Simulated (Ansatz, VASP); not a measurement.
## K in VASP and in Ansatz

INCAR

```
PREC     = Accurate       # precision mode
ENCUT    = 520            # plane-wave cutoff, eV
EDIFF    = 1E-6           # SCF threshold, eV
ISMEAR   = -1             # smearing method
SIGMA    = 0.1            # smearing width, eV
LREAL    = F              # projectors in reciprocal space
LASPH    = T              # aspherical terms in the spheres
NELM     = 60             # most SCF steps
ALGO     = Normal         # electronic algorithm
ISIF     = 2              # what is computed and relaxed
LWAVE    = F              # write WAVECAR
LCHARG   = F              # write CHGCAR
GGA      = PE             # functional
NBANDS   = 20             # bands
```

The input KPOINTS:

```
regular mesh
0
Gamma
  7 7 9
```

The input POSCAR:

```
K
1.0
    7.2388664060      0.0000000000      0.0000000000
   -3.6194332030      6.2690422022      0.0000000000
    0.0000000000      0.0000000000      4.3173866804
K
3
Direct
    1.0000000000      1.0000000000      0.0000000000
    0.3333333333      0.6666666667      0.5000000000
    0.6666666667      0.3333333333      0.5000000000
```

Input for Ansatz:

```yaml
crystal:
  lattice:
    - [7.238866406, 0.0, 0.0]
    - [-3.619433203, 6.2690422022, 0.0]
    - [0.0, 0.0, 4.3173866804]
  atoms:
    - { symbol: K, position: [1.0, 1.0, 0.0] }
    - { symbol: K, position: [0.3333333333, 0.6666666667, 0.5] }
    - { symbol: K, position: [0.6666666667, 0.3333333333, 0.5] }
hamiltonian:
  xc: pbe
  pseudopotentials:
    kind: paw
    azcp:
      K: "pseudopotentials/K.paw.azcp"
basis:
  ecutwfc: 420
  fft_grid_basis: typed
kpoints:
  mp_grid: { grid: [7, 7, 9], shift: [0, 0, 0] }
magnetization:
  spin_polarized: false
scf:
  occupations: { method: fermi_dirac, width: 0.1 }
output:
  stress: true
```

Alike in both runs: task single point; functional PBE; k mesh 7 × 7 × 9; occupations fermi-dirac, width 0.1 eV; no spin polarisation.

```csv
,VASP,Ansatz
version,VASP 6.6.1,Ansatz 0.2.0
potentials or method,"VASP PAW PBE potentials, release 64 (K_sv), cutoff 520 eV","plane waves (420 eV) with PAW, scalar-relativistic"
valence electrons in the cell,27,27
```

|  | VASP | Ansatz | Ansatz less VASP |
| --- | --- | --- | --- |
| pressure (GPa) | 0.6 | 0.6 | +0.01 |
